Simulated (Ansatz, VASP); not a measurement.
## Two plane-wave programs on HfN

```xyz
4
Lattice="3.1277 0.0000 0.0000 -1.5639 2.7087 0.0000 0.0000 0.0000 5.3909" Properties=species:S:1:pos:R:3 pbc="T T T"
Hf    1.5639    0.9029    4.0432
Hf    0.0000    1.8058    1.3477
N     0.0000    0.0000    0.0000
N     0.0000    0.0000    2.6955
```

Alike in both runs: task single point; functional PBEsol; k mesh 12 × 12 × 6; occupations gaussian, width 0.15 eV; no spin polarisation.

|  | VASP | Ansatz |
| --- | --- | --- |
| version | VASP 6.6.1 | Ansatz 0.2.0 |
| potentials or method | VASP PAW PBE potentials, release 64 (Hf_pv, N), cutoff 520 eV | scalar-relativistic, plane waves, PAW |
| valence electrons in the cell | 30 | 62 |

Ansatz gave:

| Quantity | Value |
| --- | --- |
| gap on the k mesh at the Fermi level (eV) | none |
| pressure (GPa) | 0.0 |
| traceless stress, the component that is largest in VASP (GPa) | 0.19 |

Question: Which values does VASP return?

Answer: gap on the k mesh at the Fermi level (eV): none; pressure (GPa): -2.0; traceless stress, the component that is largest in VASP (GPa): 0.28.

VASP's potentials were made for PBE, not for PBEsol. A gap of «none» marks a metal or a gap that the smearing closes. VASP's potentials hold 30 valence electrons a cell and Ansatz's 62, so a difference there can come from the potentials and not from the codes.

Spin-orbit coupling is off throughout.
